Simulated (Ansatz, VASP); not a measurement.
## P: VASP beside Ansatz

Contents of POSCAR:

```
P
1.0
    3.4954760324      0.0000000000      0.0000000000
   -1.7477380162      3.0271710424      0.0000000000
    0.0000000000      0.0000000000      5.6733427193
P
2
Direct
    0.3333333333      0.6666666667      0.2500000000
    0.6666666667      0.3333333333      0.7500000000
```

File INCAR.step1:

```
SYSTEM = P
PREC = Accurate
ENCUT = 600
ISMEAR = 0
SIGMA = 0.1
LREAL = .False.
LASPH = .True.
NELM = 80
GGA = PE
ALGO = Normal
EDIFF = 1E-4
LWAVE = .True.
LCHARG = .False.
```

The input INCAR.step2:

```
SYSTEM = P
PREC = Accurate
ENCUT = 600
EDIFF = 1E-6
ISMEAR = 0
SIGMA = 0.1
LREAL = .False.
LASPH = .True.
NELM = 80
ALGO = Normal
ISIF = 3
LWAVE = .False.
LCHARG = .False.
METAGGA = R2SCAN
LMIXTAU = .True.
IBRION = 2
NSW = 90
EDIFFG = -0.04
ISTART = 1
```

File KPOINTS:

```
regular mesh
0
Gamma
  6 6 4
  0 0 0
```

Input for Ansatz:

```yaml
crystal:
  lattice:
    - [3.4954760324, 0.0, 0.0]
    - [-1.7477380162, 3.0271710424, 0.0]
    - [0.0, 0.0, 5.6733427193]
  atoms:
    - { symbol: P, position: [0.3333333333, 0.6666666667, 0.25] }
    - { symbol: P, position: [0.6666666667, 0.3333333333, 0.75] }
basis:
  ecutwfc: 500
kpoints:
  mp_grid: { grid: [6, 6, 4] }
hamiltonian:
  xc: r2scan
scf:
  occupations: { method: gaussian, width: 0.1 }
  lower_state_search: "off"
output:
  forces: true
  stress: true
  eigenvalues: true
relax:
  adjacent_minimum: "off"
  f_tol: 0.04
  max_steps: 70
  cell: { stress_tol: 0.4 }
```

Alike in both runs: task relaxation of cell and atoms; functional r2SCAN; k mesh 6 × 6 × 4; occupations gaussian, width 0.1 eV; no spin polarisation.

|  | VASP | Ansatz |
| --- | --- | --- |
| version | VASP 6.6.1 | Ansatz 0.2.0 |
| potentials or method | VASP PAW PBE potentials, release 64 (P), cutoff 600 eV | scalar-relativistic, plane waves, PAW |
| valence electrons in the cell | 10 | 10 |

```tsv
	VASP	Ansatz	Ansatz less VASP
gap on the k mesh at the Fermi level, each at its own relaxed structure (eV)	none	none	-
relaxed volume (Å³/atom)	14.68	14.69	+0.003
relaxed cell length with the largest relative difference (Å)	4.617	4.614	-0.0032
```

VASP's potentials were made for PBE, not for r2SCAN. A gap of «none» marks a metal or a gap that the smearing closes.

Noted on VASP's run: the volume moved by over 15 % at a fixed basis, so the end points are rough.
